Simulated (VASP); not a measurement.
# SnO (P4/nmm) in VASP: single point with r2SCAN

Aim: the single point of SnO with r2SCAN.

Everything below comes from runs of VASP 6.6.1. Logs are shortened: lines on timing, memory, paths and dates and some standing lists are left out, and cuts for length are marked.

## Step 1: The cell of the first run

It takes space group P4/nmm (No. 129, tetragonal). The conventional cell has a = 3.808 Å, b = 3.808 Å, c = 4.936 Å, α = 90.00°, β = 90.00°, γ = 90.00°. Sn (site symmetry 4mm) has 4 O at 2.22 Å within 2.9 Å. O (site symmetry -4m2) has 4 Sn at 2.22 Å and 4 O at 2.69 Å within 2.9 Å.

## Step 2: Single point, r2SCAN

The input, POSCAR:

```
SnO
1.0
    3.8078455731      0.0000000000      0.0000000000
    0.0000000000      3.8078455731      0.0000000000
    0.0000000000      0.0000000000      4.9361285515
Sn O
2 2
Direct
    0.0000000000      0.5000000000      0.2323921779
    0.5000000000      0.0000000000      0.7676078221
    0.5000000000      0.5000000000      0.0000000000
    0.0000000000      0.0000000000      0.0000000000
```

The input, INCAR.step1:

```
  PREC = Accurate
  ENCUT = 520
  ISMEAR = 0
  SIGMA = 0.01
  LREAL = False
  LASPH = True
  NELM = 100
  NBANDS = 28
  GGA = PE
  ALGO = Normal
  EDIFF = 1E-4
  LWAVE = True
  LCHARG = False
```

The input, INCAR.step2:

```
  PREC = Accurate
  ENCUT = 520
  EDIFF = 1E-6
  ISMEAR = 0
  SIGMA = 0.01
  LREAL = False
  LASPH = True
  NELM = 100
  ALGO = Normal
  ISIF = 2
  LWAVE = False
  LCHARG = True
  METAGGA = R2SCAN
  LMIXTAU = True
  LELF = True
  LVHAR = True
  NBANDS = 28
  ISTART = 1
```

The input, KPOINTS:

```
Automatic mesh
0
Gamma
  10 10 8
```

Potentials or basis: VASP PAW PBE potentials, release 64 (Sn_d, O).

Launch:

```
> cat potpaw_PBE.64/Sn_d/POTCAR potpaw_PBE.64/O/POTCAR > POTCAR
> cp INCAR.step1 INCAR
> mpirun -np 1 vasp_std > vasp.out
> cp INCAR.step2 INCAR
> mpirun -np 1 vasp_std > vasp.out
```

OUTCAR:

```text
PREC = Accurate
   ENCUT = 520
   EDIFF = 1E-6
   ISMEAR = 0
   LREAL = False
   LASPH = True
   NELM = 100
   ISIF = 2
   METAGGA = R2SCAN
   ISTART = 1

 ion  position               nearest neighbor table
   1  0.000  0.500  0.232-   3 2.22   4 2.22   4 2.22   3 2.22   2 3.54   2 3.54   2 3.54   2 3.54

   2  0.500  0.000  0.768-   3 2.22   4 2.22   3 2.22   4 2.22   1 3.54   1 3.54   1 3.54   1 3.54

   3  0.500  0.500  0.000-   1 2.22   2 2.22   2 2.22   1 2.22
   4  0.000  0.000  0.000-   1 2.22   2 2.22   1 2.22   2 2.22

  LATTYP: Found a simple tetragonal cell.
 ALAT       =     3.8078455731
 C/A-ratio  =     1.2963048151

  Lattice vectors:

 A1 = (   3.8078455731,   0.0000000000,   0.0000000000)
 A2 = (   0.0000000000,   3.8078455731,   0.0000000000)
 A3 = (   0.0000000000,   0.0000000000,   4.9361285515)

Analysis of symmetry for initial positions (statically):
=====================================================================
 Subroutine PRICEL returns:
 Original cell was already a primitive cell.

 Routine SETGRP: Setting up the symmetry group for a
 simple tetragonal supercell.

 Subroutine GETGRP returns: Found 16 space group operations
 (whereof  8 operations were pure point group operations)
 out of a pool of 16 trial point group operations.

The static configuration has the point symmetry D_2d.
 The point group associated with its full space group is D_4h.

Analysis of symmetry for dynamics (positions and initial velocities):
=====================================================================
 Subroutine PRICEL returns:
 Original cell was already a primitive cell.

 Routine SETGRP: Setting up the symmetry group for a
 simple tetragonal supercell.

 Subroutine GETGRP returns: Found 16 space group operations
 (whereof  8 operations were pure point group operations)
 out of a pool of 16 trial point group operations.

The dynamic configuration has the point symmetry D_2d.
 The point group associated with its full space group is D_4h.

 Subroutine INISYM returns: Found 16 space group operations
 (whereof  8 operations are pure point group operations),
 and found     1 'primitive' translations

----------------------------------------------------------------------------------------

                                     Primitive cell

  volume of cell :      71.5723

  direct lattice vectors                    reciprocal lattice vectors
     3.807845573  0.000000000  0.000000000     0.262615692  0.000000000  0.000000000
     0.000000000  3.807845573  0.000000000     0.000000000  0.262615692  0.000000000
     0.000000000  0.000000000  4.936128552     0.000000000  0.000000000  0.202587917

  length of vectors
     3.807845573  3.807845573  4.936128552     0.262615692  0.262615692  0.202587917

  position of ions in fractional coordinates (direct lattice)
     0.000000000  0.500000000  0.232392178
     0.500000000  0.000000000  0.767607822
     0.500000000  0.500000000  0.000000000
     0.000000000  0.000000000  0.000000000

  ion indices of the primitive-cell ions
   primitive index   ion index
                 1           1
                 2           2
                 3           3
                 4           4

----------------------------------------------------------------------------------------

 KPOINTS: Automatic mesh

Automatic generation of k-mesh.
 Grid dimensions read from file:
 generate k-points for:   10   10    8

 Generating k-lattice:

  Cartesian coordinates                     Fractional coordinates (reciprocal lattice)
     0.026261569  0.000000000  0.000000000     0.100000000  0.000000000  0.000000000
     0.000000000  0.026261569  0.000000000     0.000000000  0.100000000  0.000000000
     0.000000000  0.000000000  0.025323490     0.000000000  0.000000000  0.125000000

  Length of vectors
     0.026261569  0.026261569  0.025323490

  Shift w.r.t. Gamma in fractional coordinates (k-lattice)
     0.000000000  0.000000000  0.000000000

 Subroutine IBZKPT returns following result:
 ===========================================

 Found    105 irreducible k-points:

 Following reciprocal coordinates:
            Coordinates               Weight
  0.000000  0.000000  0.000000      1.000000
  0.100000  0.000000  0.000000      4.000000
  0.200000  0.000000  0.000000      4.000000
  0.300000  0.000000  0.000000      4.000000
  0.400000  0.000000  0.000000      4.000000
  0.500000  0.000000  0.000000      2.000000
[... 16 lines left out ...]
  0.100000  0.000000  0.125000      8.000000
  0.200000  0.000000  0.125000      8.000000
 [... further k-points ...]
   k-points           NKPTS =    105   k-points in BZ     NKDIM =    105   number of bands    NBANDS=     28
   number of dos      NEDOS =    301   number of ions     NIONS =      4
   total plane-waves  NPLWV =  31360
   dimension x,y,z NGX =    28 NGY =   28 NGZ =   40
   dimension x,y,z NGXF=    56 NGYF=   56 NGZF=   80
   ions per type =               2   2
   NGX,Y,Z   is equivalent  to a cutoff of  12.22, 12.22, 13.47 a.u.
   NGXF,Y,Z  is equivalent  to a cutoff of  24.45, 24.45, 26.94 a.u.
 SYSTEM =  unknown system
   PREC   = accura    normal or accurate (medium, high low for compatibility)
   ISTART =      1    job   : 0-new  1-cont  2-samecut
   ICHARG =      0    charge: 1-file 2-atom 10-const
   ISPIN  =      1    spin polarized calculation?
   LNONCOLLINEAR =      F non collinear calculations
   LSORBIT =      F    spin-orbit coupling
   LASPH  =      T    aspherical Exc in radial PAW
   ENCUT  =  520.0 eV  38.22 Ry    6.18 a.u.   7.08  7.08  9.18*2*pi/ulx,y,z
   NELM   =    100;   NELMIN=  2; NELMDL=  0     # of ELM steps
   EDIFF  = 0.1E-05   stopping-criterion for ELM
   LREAL  =      F    real-space projection
   EDIFFG = 0.1E-04   stopping-criterion for IOM
   NSW    =      0    number of steps for IOM
   IBRION =     -1    ionic relax: 0-MD 1-quasi-New 2-CG
   NFREE  =      0    steps in history (QN), initial steepest desc. (CG)
   ISIF   =      2    stress and relaxation
   ISYM   =      2    0-nonsym 1-usesym 2-fastsym
   POTIM  = 0.5000    time-step for ionic-motion
   TEBEG  =    0.0;   TEEND  =   0.0 temperature during run
   PSTRESS=    0.0 pullay stress
   NELECT =      40.0000    total number of electrons
   NUPDOWN=      -1.0000    fix difference up-down
   EMIN   =  10.00;   EMAX   =-10.00  energy-range for DOS
   EFERMI =   0.00;   METHOD = LEGACY
   ISMEAR =     0;   SIGMA  =   0.01  broadening in eV -4-tet -1-fermi 0-gaus
   EFERMI_NEDOS =   21; number of points for ismear=-14 and -15
   IALGO  =     38    algorithm
   IMIX   =      4    mixing-type and parameters
     AMIX     =   0.40;   BMIX     =  1.00
     AMIX_MAG =   1.60;   BMIX_MAG =  1.00
  volume/ion in A,a.u.               =      17.89       120.75
  Fermi-wavevector in a.u.,A,eV,Ry     =   1.348486  2.548269 24.741033  1.818415
  Thomas-Fermi vector in A             =   2.476151
   LORBIT       =      0    0 simple, 1 ext, 2 COOP (PROOUT), +10 PAW based schemes
   METAGGA = R2SCAN    functional components
   LHFCALC =     F    Hartree Fock is set to
   AEXX    =    0.0000 exact exchange contribution
   IVDW    =     0    specifies the selected vdW correction
   LEPSILON=     F    determine dielectric tensor
   LRPA    =     F    only Hartree local field effects (RPA)
 non-spin polarized calculation
 Gauss-broadening in eV      SIGMA  =   0.01
  energy-cutoff  :      520.00
  volume of cell :       71.57
 maximum number of plane-waves:      1952
   NGX = 15   NGY = 15   NGZ = 19

 number of electron      39.9999994 magnetization

 Free energy of the ion-electron system (eV)
  ---------------------------------------------------
  ext. energy  EPLUGINS =         0.00000000
  ---------------------------------------------------
  free energy    TOTEN  =       -66.90372315 eV

  energy without entropy =      -66.90372315  energy(sigma->0) =      -66.90372315

 E-fermi :   7.0062     XC(G=0): -10.7960

 val. band max:        6.9035295515   @ k =   0.0000   0.0000   0.0000
 cond. band min:       7.2733877868   @ k =   0.5000   0.5000   0.0000
 fundamental gap:      0.3698582353
 Fermi energy:         7.0062382803

 k-point     1 :       0.0000    0.0000    0.0000
  band No.  band energies     occupation
      1     -16.0266      2.00000
      2     -15.4642      2.00000
      3     -15.4478      2.00000
      4     -15.4478      2.00000
      5     -15.4015      2.00000
      6     -15.3782      2.00000
[... 20 lines left out ...]
     27      14.0519      0.00000
     28      14.7250      0.00000

 k-point     2 :       0.1000    0.0000    0.0000
  band No.  band energies     occupation
      1     -16.0211      2.00000
      2     -15.4680      2.00000
      3     -15.4461      2.00000
      4     -15.4456      2.00000
      5     -15.4297      2.00000
      6     -15.4027      2.00000
[... 20 lines left out ...]
     27      14.2698      0.00000
     28      15.5138      0.00000

 k-point     3 :       0.2000    0.0000    0.0000
  band No.  band energies     occupation
      1     -16.0050      2.00000
      2     -15.5787      2.00000
      3     -15.4410      2.00000
      4     -15.4396      2.00000
      5     -15.4366      2.00000
      6     -15.4059      2.00000
[... 20 lines left out ...]
     27      14.4967      0.00000
     28      17.1348      0.00000

 k-point     4 :       0.3000    0.0000    0.0000
  band No.  band energies     occupation
      1     -15.9791      2.00000
      2     -15.7054      2.00000
      3     -15.4324      2.00000
      4     -15.4315      2.00000
      5     -15.4225      2.00000
      6     -15.4100      2.00000
[... 20 lines left out ...]
     27      14.8050      0.00000
     28      18.1246      0.00000

 k-point     5 :       0.4000    0.0000    0.0000
  band No.  band energies     occupation
      1     -15.9414      2.00000
      2     -15.8092      2.00000
      3     -15.4237      2.00000
      4     -15.4228      2.00000
      5     -15.4147      2.00000
      6     -15.4140      2.00000
[... 20 lines left out ...]
     27      15.2292      0.00000
     28      16.9137      0.00000

 k-point     6 :       0.5000    0.0000    0.0000
  band No.  band energies     occupation
      1     -15.8867      2.00000
      2     -15.8867      2.00000
      3     -15.4181      2.00000
      4     -15.4181      2.00000
      5     -15.4156      2.00000
      6     -15.4156      2.00000
[... 463 lines left out ...]
      5     -15.3976      2.00000
      6     -15.3976      2.00000
[... 20 lines left out ...]
     27      15.4182      0.00000
     28      15.4182      0.00000

 k-point    22 :       0.0000    0.0000    0.1250
  band No.  band energies     occupation
      1     -16.0249      2.00000
      2     -15.4662      2.00000
      3     -15.4445      2.00000
      4     -15.4445      2.00000
      5     -15.4000      2.00000
      6     -15.3801      2.00000
[... 20 lines left out ...]
     27      13.9710      0.00000
     28      14.8456      0.00000

 k-point    23 :       0.1000    0.0000    0.1250
  band No.  band energies     occupation
      1     -16.0194      2.00000
      2     -15.4714      2.00000
      3     -15.4449      2.00000
      4     -15.4431      2.00000
      5     -15.4298      2.00000
      6     -15.4009      2.00000
[... 20 lines left out ...]
     27      14.2429      0.00000
     28      15.5790      0.00000

 k-point    24 :       0.2000    0.0000    0.1250
  band No.  band energies     occupation
      1     -16.0039      2.00000
      2     -15.5831      2.00000
      3     -15.4396      2.00000
      4     -15.4383      2.00000
      5     -15.4366      2.00000
      6     -15.4039      2.00000
[... 20 lines left out ...]
     27      14.5906      0.00000
     28      17.1147      0.00000

 [... further k-points ...]

------------------------ aborting loop because EDIFF is reached ----------------------------------------

  FORCE on cell =-STRESS in cart. coord.  units (eV):
  Direction    XX          YY          ZZ          XY          YZ          ZX
  --------------------------------------------------------------------------------------
  -------------------------------------------------------------------------------------
  Total        0.2679891      0.2679891      0.2375284      0.0000000      0.0000000      0.0000000
  in kB        5.9990525      5.9990525      5.3171758      0.0000000      0.0000000      0.0000000
  external PRESSURE =       5.7717603 kB  Pullay stress =       0.0000000 kB

 VOLUME and BASIS-vectors are now :
 -----------------------------------------------------------------------------
  energy-cutoff  :      520.00
  volume of cell :       71.57
      direct lattice vectors                 reciprocal lattice vectors
     3.807845573  0.000000000  0.000000000     0.262615692  0.000000000  0.000000000
     0.000000000  3.807845573  0.000000000     0.000000000  0.262615692  0.000000000
     0.000000000  0.000000000  4.936128552     0.000000000  0.000000000  0.202587917

 POSITION                                       TOTAL-FORCE (eV/Angst)
 -----------------------------------------------------------------------------------
      0.00000      1.90392      1.14712         0.000000      0.000000      0.143469
      1.90392      0.00000      3.78901        -0.000000      0.000000     -0.143469
      1.90392      1.90392      0.00000         0.000000     -0.000000      0.000000
      0.00000      0.00000      0.00000         0.000000      0.000000      0.000000
 -----------------------------------------------------------------------------------
    total drift:                                0.000000      0.000000     -0.000000

  FREE ENERGIE OF THE ION-ELECTRON SYSTEM (eV)
  ---------------------------------------------------
  free  energy   TOTEN  =       -66.9037231525 eV

  energy  without entropy=      -66.9037231525  energy(sigma->0) =      -66.90372315
```

Run time: 3.9 min. Hardware: 1 thread of Intel Xeon 6975P-C (Granite Rapids), shared host; peak memory 0.3 GiB.

What came out:

```
Free energy            : -66.9037 eV
Pressure               : 0.6 GPa
Largest force          : 0.143 eV/Å
Band gap on the k mesh : 0.37 eV (least direct gap 2.32 eV)
```

Forces on the atoms (eV/Å):
```
Sn   0.000  0.000  0.143
Sn   0.000  0.000 -0.143
O    0.000  0.000  0.000
O    0.000  0.000  0.000
```

Caveat: the PAW data sets were made with another functional, which shifts forces and pressure a little; spin-orbit coupling is left out, which moves the levels of the heavy elements. A k mesh can miss the band edges.
